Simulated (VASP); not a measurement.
# NaH in VASP: notebook

Runs on NaH. Level: PBE. Tasks: single point.

Everything below comes from runs of VASP 6.6.1. Logs are shortened: lines on timing, memory, paths and dates and some standing lists are left out, and cuts for length are marked.

## (1) The cell of the first run

It takes space group I4/mmm (No. 139, tetragonal). The conventional cell has a = 3.190 Å, b = 3.190 Å, c = 4.795 Å, α = 90.00°, β = 90.00°, γ = 90.00°. Within 3.0 Å of Na (site symmetry 4/mmm) lie 6 H at 2.26 to 2.40 Å. H (site symmetry 4/mmm) has 6 Na at 2.26 to 2.40 Å within 3.0 Å.

## (2) Single point, PBE (biaxial xy strain -5.9%)

File INCAR:

```
  PREC = Accurate
  ENCUT = 520
  EDIFF = 1E-6
  ISMEAR = -1
  SIGMA = 0.02
  LREAL = F
  LASPH = T
  NELM = 80
  ALGO = Normal
  ISIF = 2
  LWAVE = F
  LCHARG = F
  GGA = PE
  NBANDS = 11
```

File KPOINTS:

```
Automatic mesh
0
Gamma
  10 10 10
```

File POSCAR:

```
NaH
1.0
    0.0000000000      2.2558193111      2.3975122873
    2.2558193111      0.0000000000      2.3975122873
    2.2558193111      2.2558193111      0.0000000000
Na H
1 1
Direct
    0.0000000000      0.0000000000      0.0000000000
    0.5000000000      0.5000000000      0.5000000000
```

Potentials or basis: VASP PAW PBE potentials, release 64 (Na_pv, H).

Started as:

```console
$ cat potpaw_PBE.64/Na_pv/POTCAR potpaw_PBE.64/H/POTCAR > POTCAR
$ mpirun -np 1 vasp_std > vasp.out
```

OUTCAR:

```text
PREC = Accurate
   ENCUT = 520
   EDIFF = 1E-6
   ISMEAR = -1
   LREAL = F
   LASPH = T
   NELM = 80
   ISIF = 2
   GGA = PE

 ion  position               nearest neighbor table
   1  0.000  0.000  0.000-
   2  0.500  0.500  0.500-

  LATTYP: Found a body centered tetragonal cell.
 ALAT       =     3.1902102640
 C/A-ratio  =     1.5030434290

  Lattice vectors:

 A1 = (  -2.2558193111,   0.0000000000,   2.3975122873)
 A2 = (   2.2558193111,   0.0000000000,   2.3975122873)
 A3 = (   0.0000000000,   2.2558193111,  -2.3975122873)

Analysis of symmetry for initial positions (statically):
=====================================================================
 Subroutine PRICEL returns:
 Original cell was already a primitive cell.

 Routine SETGRP: Setting up the symmetry group for a
 body centered tetragonal supercell.

 Subroutine GETGRP returns: Found 16 space group operations
 (whereof 16 operations were pure point group operations)
 out of a pool of 16 trial point group operations.

The static configuration has the point symmetry D_4h.

Analysis of symmetry for dynamics (positions and initial velocities):
=====================================================================
 Subroutine PRICEL returns:
 Original cell was already a primitive cell.

 Routine SETGRP: Setting up the symmetry group for a
 body centered tetragonal supercell.

 Subroutine GETGRP returns: Found 16 space group operations
 (whereof 16 operations were pure point group operations)
 out of a pool of 16 trial point group operations.

The dynamic configuration has the point symmetry D_4h.

 Subroutine INISYM returns: Found 16 space group operations
 (whereof 16 operations are pure point group operations),
 and found     1 'primitive' translations

----------------------------------------------------------------------------------------

                                     Primitive cell

  volume of cell :      24.4005

  direct lattice vectors                    reciprocal lattice vectors
     0.000000000  2.255819311  2.397512287    -0.221648958  0.221648958  0.208549505
     2.255819311  0.000000000  2.397512287     0.221648958 -0.221648958  0.208549505
     2.255819311  2.255819311  0.000000000     0.221648958  0.221648958 -0.208549505

  length of vectors
     3.291927389  3.291927389  3.190210264     0.376496238  0.376496238  0.376496238

  position of ions in fractional coordinates (direct lattice)
     0.000000000  0.000000000  0.000000000
     0.500000000  0.500000000  0.500000000

  ion indices of the primitive-cell ions
   primitive index   ion index
                 1           1
                 2           2

----------------------------------------------------------------------------------------

 KPOINTS: Automatic mesh

Automatic generation of k-mesh.
 Grid dimensions read from file:
 generate k-points for:   10   10   10

 Generating k-lattice:

  Cartesian coordinates                     Fractional coordinates (reciprocal lattice)
    -0.022164896  0.022164896  0.020854950     0.100000000  0.000000000  0.000000000
     0.022164896 -0.022164896  0.020854950     0.000000000  0.100000000  0.000000000
     0.022164896  0.022164896 -0.020854950     0.000000000  0.000000000  0.100000000

  Length of vectors
     0.037649624  0.037649624  0.037649624

  Shift w.r.t. Gamma in fractional coordinates (k-lattice)
     0.000000000  0.000000000  0.000000000

 Subroutine IBZKPT returns following result:
 ===========================================

 Found    102 irreducible k-points:

 Following reciprocal coordinates:
            Coordinates               Weight
  0.000000  0.000000  0.000000      1.000000
  0.100000  0.000000  0.000000      8.000000
  0.200000  0.000000  0.000000      8.000000
  0.300000  0.000000  0.000000      8.000000
  0.400000  0.000000  0.000000      8.000000
  0.500000  0.000000  0.000000      4.000000
[... 16 lines left out ...]
  0.300000  0.300000  0.000000      2.000000
  0.400000  0.300000  0.000000      8.000000
 [... further k-points ...]
   k-points           NKPTS =    102   k-points in BZ     NKDIM =    102   number of bands    NBANDS=     11
   number of dos      NEDOS =    301   number of ions     NIONS =      2
   total plane-waves  NPLWV =  13824
   dimension x,y,z NGX =    24 NGY =   24 NGZ =   24
   dimension x,y,z NGXF=    48 NGYF=   48 NGZF=   48
   ions per type =               1   1
   NGX,Y,Z   is equivalent  to a cutoff of  12.12, 12.12, 12.51 a.u.
   NGXF,Y,Z  is equivalent  to a cutoff of  24.24, 24.24, 25.01 a.u.
 SYSTEM =  unknown system
   PREC   = accura    normal or accurate (medium, high low for compatibility)
   ISTART =      0    job   : 0-new  1-cont  2-samecut
   ICHARG =      2    charge: 1-file 2-atom 10-const
   ISPIN  =      1    spin polarized calculation?
   LNONCOLLINEAR =      F non collinear calculations
   LSORBIT =      F    spin-orbit coupling
   LASPH  =      T    aspherical Exc in radial PAW
   ENCUT  =  520.0 eV  38.22 Ry    6.18 a.u.   6.12  6.12  5.93*2*pi/ulx,y,z
   NELM   =     80;   NELMIN=  2; NELMDL= -5     # of ELM steps
   EDIFF  = 0.1E-05   stopping-criterion for ELM
   LREAL  =      F    real-space projection
   EDIFFG = 0.1E-04   stopping-criterion for IOM
   NSW    =      0    number of steps for IOM
   IBRION =     -1    ionic relax: 0-MD 1-quasi-New 2-CG
   NFREE  =      0    steps in history (QN), initial steepest desc. (CG)
   ISIF   =      2    stress and relaxation
   ISYM   =      2    0-nonsym 1-usesym 2-fastsym
   POTIM  = 0.5000    time-step for ionic-motion
   TEBEG  =    0.0;   TEEND  =   0.0 temperature during run
   PSTRESS=    0.0 pullay stress
   NELECT =       8.0000    total number of electrons
   NUPDOWN=      -1.0000    fix difference up-down
   EMIN   =  10.00;   EMAX   =-10.00  energy-range for DOS
   EFERMI =   0.00;   METHOD = LEGACY
   ISMEAR =    -1;   SIGMA  =   0.02  broadening in eV -4-tet -1-fermi 0-gaus
   EFERMI_NEDOS =   21; number of points for ismear=-14 and -15
   IALGO  =     38    algorithm
   IMIX   =      4    mixing-type and parameters
     AMIX     =   0.40;   BMIX     =  1.00
     AMIX_MAG =   1.60;   BMIX_MAG =  1.00
  volume/ion in A,a.u.               =      12.20        82.33
  Fermi-wavevector in a.u.,A,eV,Ry     =   1.128855  2.133228 17.338104  1.274315
  Thomas-Fermi vector in A             =   2.265547
   LORBIT       =      0    0 simple, 1 ext, 2 COOP (PROOUT), +10 PAW based schemes
   GGA     = PE    functional components
   LHFCALC =     F    Hartree Fock is set to
   AEXX    =    0.0000 exact exchange contribution
   IVDW    =     0    specifies the selected vdW correction
   LEPSILON=     F    determine dielectric tensor
   LRPA    =     F    only Hartree local field effects (RPA)
 non-spin polarized calculation
  energy-cutoff  :      520.00
  volume of cell :       24.40
 maximum number of plane-waves:       668
   NGX = 13   NGY = 13   NGZ = 11

 number of electron       7.9999988 magnetization

 Free energy of the ion-electron system (eV)
  ---------------------------------------------------
  ext. energy  EPLUGINS =         0.00000000
  ---------------------------------------------------
  free energy    TOTEN  =        -5.02927936 eV

  energy without entropy =       -5.02927936  energy(sigma->0) =       -5.02927936

 E-fermi :  -0.1532     XC(G=0):  -8.2677

 val. band max:       -0.5731963071   @ k =  -0.3000   0.2000   0.5000
 cond. band min:       3.4123435680   @ k =   0.5000   0.0000   0.0000
 fundamental gap:      3.9855398751
 Fermi energy:        -0.1531833493

 k-point     1 :       0.0000    0.0000    0.0000
  band No.  band energies     occupation
      1     -22.4856      2.00000
      2     -22.4619      2.00000
      3     -22.4619      2.00000
      4      -4.6489      2.00000
      5      11.0760      0.00000
      6      15.9128      0.00000
      7      16.2584      0.00000
      8      16.2584      0.00000
      9      17.2312      0.00000
     10      17.4289      0.00000
     11      17.4289      0.00000

 k-point     2 :       0.1000    0.0000    0.0000
  band No.  band energies     occupation
      1     -22.4928      2.00000
      2     -22.4720      2.00000
      3     -22.4630      2.00000
      4      -4.4539      2.00000
      5      10.3974      0.00000
      6      13.9125      0.00000
      7      15.3579      0.00000
      8      15.7549      0.00000
      9      17.9190      0.00000
     10      18.0838      0.00000
     11      18.2648      0.00000

 k-point     3 :       0.2000    0.0000    0.0000
  band No.  band energies     occupation
      1     -22.5252      2.00000
      2     -22.4846      2.00000
      3     -22.4659      2.00000
      4      -3.8882      2.00000
      5       8.4718      0.00000
      6      12.3567      0.00000
      7      14.4729      0.00000
      8      15.1041      0.00000
      9      18.0147      0.00000
     10      18.8283      0.00000
     11      19.4064      0.00000

 k-point     4 :       0.3000    0.0000    0.0000
  band No.  band energies     occupation
      1     -22.5713      2.00000
      2     -22.4933      2.00000
      3     -22.4695      2.00000
      4      -3.0222      2.00000
      5       6.1715      0.00000
      6      11.6182      0.00000
      7      13.7784      0.00000
      8      14.6158      0.00000
      9      17.4731      0.00000
     10      18.6287      0.00000
     11      20.3281      0.00000

 k-point     5 :       0.4000    0.0000    0.0000
  band No.  band energies     occupation
      1     -22.6088      2.00000
      2     -22.4995      2.00000
      3     -22.4723      2.00000
      4      -2.0475      2.00000
      5       4.2545      0.00000
      6      11.2596      0.00000
      7      13.3389      0.00000
      8      14.3176      0.00000
      9      17.0734      0.00000
     10      18.1918      0.00000
     11      20.3853      0.00000
[... 211 lines left out ...]
 k-point    21 :      -0.3000    0.2000    0.0000
  band No.  band energies     occupation
      1     -22.5891      2.00000
      2     -22.5342      2.00000
      3     -22.4735      2.00000
      4      -1.8177      2.00000
      5       5.2214      0.00000
      6       7.5390      0.00000
      7      14.0407      0.00000
      8      14.6020      0.00000
      9      18.4898      0.00000
     10      19.5418      0.00000
     11      21.5414      0.00000

 k-point    22 :      -0.2000    0.2000    0.0000
  band No.  band energies     occupation
      1     -22.5673      2.00000
      2     -22.5212      2.00000
      3     -22.4680      2.00000
      4      -2.6891      2.00000
      5       6.6753      0.00000
      6       8.3896      0.00000
      7      14.8616      0.00000
      8      15.0372      0.00000
      9      18.5913      0.00000
     10      18.9870      0.00000
     11      19.8032      0.00000

 k-point    23 :       0.3000    0.3000    0.0000
  band No.  band energies     occupation
      1     -22.5744      2.00000
      2     -22.4889      2.00000
      3     -22.4889      2.00000
      4      -2.7239      2.00000
      5       6.2898      0.00000
      6      11.4538      0.00000
      7      12.3746      0.00000
      8      12.3746      0.00000
      9      14.6399      0.00000
     10      21.9312      0.00000
     11      24.9793      0.00000

 k-point    24 :       0.4000    0.3000    0.0000
  band No.  band energies     occupation
      1     -22.5912      2.00000
      2     -22.5012      2.00000
      3     -22.4932      2.00000
      4      -2.0624      2.00000
      5       5.3599      0.00000
      6       9.5994      0.00000
      7      12.1213      0.00000
      8      12.7383      0.00000
      9      15.1504      0.00000
     10      22.2173      0.00000
     11      24.4411      0.00000

 [... further k-points ...]
[... 5 lines left out ...]
  --------------------------------------------------------------------------------------
  -------------------------------------------------------------------------------------
  Total        0.8699524      0.8699524      0.3593915      0.0000000     -0.0000000      0.0000000
  in kB       57.1224194     57.1224194     23.5981995      0.0000000     -0.0000000      0.0000000
  external PRESSURE =      45.9476794 kB  Pullay stress =       0.0000000 kB

 VOLUME and BASIS-vectors are now :
 -----------------------------------------------------------------------------
  energy-cutoff  :      520.00
  volume of cell :       24.40
      direct lattice vectors                 reciprocal lattice vectors
     0.000000000  2.255819311  2.397512287    -0.221648958  0.221648958  0.208549505
     2.255819311  0.000000000  2.397512287     0.221648958 -0.221648958  0.208549505
     2.255819311  2.255819311  0.000000000     0.221648958  0.221648958 -0.208549505

 POSITION                                       TOTAL-FORCE (eV/Angst)
 -----------------------------------------------------------------------------------
      0.00000      0.00000      0.00000         0.000000     -0.000000      0.000000
      2.25582      2.25582      2.39751        -0.000000      0.000000     -0.000000
 -----------------------------------------------------------------------------------
    total drift:                                0.000000     -0.000000     -0.000000

  FREE ENERGIE OF THE ION-ELECTRON SYSTEM (eV)
  ---------------------------------------------------
  free  energy   TOTEN  =        -5.0292793600 eV

  energy  without entropy=       -5.0292793600  energy(sigma->0) =       -5.02927936
```

Run time: 6 s. Hardware: 1 thread of Intel Xeon 6975P-C (Granite Rapids), shared host; peak memory 0.14 GiB.

Results:

- Free energy: -5.0293 eV
- Pressure: 4.6 GPa
- Band gap on the k mesh: 3.99 eV, indirect (least direct gap 4.87 eV)

Caveat: the cell differs from its parent crystal (biaxial xy strain -5.9%). A k mesh can miss the band edges.

## (3) Single point, PBE (strain along [111] +2.3%)

File INCAR:

```
ALGO     = Normal         # electronic algorithm
EDIFF    = 1E-6           # SCF threshold, eV
ENCUT    = 520            # plane-wave cutoff, eV
GGA      = PE             # functional
ISIF     = 2              # what is computed and relaxed
ISMEAR   = -1             # smearing method
LASPH    = True           # aspherical terms in the spheres
LCHARG   = True           # write CHGCAR
LELF     = True           # ELF
LREAL    = False          # projectors in reciprocal space
LVHAR    = True         
LWAVE    = False          # write WAVECAR
NBANDS   = 11             # bands
NELM     = 100            # most SCF steps
PREC     = Accurate       # precision mode
SIGMA    = 0.02           # smearing width, eV
```

File KPOINTS:

```
k-points
0
Gamma
  10 10 10
```

File POSCAR:

```
NaH
1.0
    0.0374011917      2.4349134789      2.4349134789
    2.4349134789      0.0374011917      2.4349134789
    2.4349134789      2.4349134789      0.0374011917
Na H
1 1
Direct
    0.0000000000      0.0000000000      0.0000000000
    0.5000000000      0.5000000000      0.5000000000
```

Potentials or basis: VASP PAW PBE potentials, release 64 (Na_pv, H).

Started as:

```console
$ cat potpaw_PBE.64/Na_pv/POTCAR potpaw_PBE.64/H/POTCAR > POTCAR
$ mpirun -np 1 vasp_std > vasp.out
```

Wall time 14 s (1 thread of Intel Xeon 6975P-C (Granite Rapids), shared host); peak memory 0.16 GiB.

The run converged. Its results:

```
Free energy            : -5.0862 eV
Pressure               : 0.0 GPa
Band gap on the k mesh : 3.64 eV, indirect (least direct gap 4.57 eV)
```

Stress tensor (GPa, compression positive):
```
-0.03 -0.36 -0.36
-0.36 -0.03 -0.36
-0.36 -0.36 -0.03
```

Levels at points of the mesh, in eV from the valence-band top:
| k point | band 1 | band 2 | band 3 | band 4 | band 5 | band 6 | band 7 | band 8 | band 9 |
| --- | --- | --- | --- | --- | --- | --- | --- | --- | --- |
| (0.00, 0.00, 0.00) | -22.09 | -22.09 | -22.08 | -3.60 | 10.43 | 15.28 | 15.80 | 15.80 | 16.05 |
| (0.50, 0.00, 0.00) | -22.18 | -22.10 | -22.10 | -0.81 | 3.82 | 10.74 | 13.19 | 13.48 | 16.19 |
| (0.50, 0.50, 0.00) | -22.17 | -22.12 | -22.12 | -0.16 | 4.66 | 10.04 | 10.50 | 10.88 | 11.80 |
| (0.50, 0.50, 0.50) | -22.17 | -22.10 | -22.10 | -0.94 | 3.64 | 10.96 | 13.62 | 13.62 | 16.65 |

Caveat: the cell differs from its parent crystal (strain along [111] +2.3%).
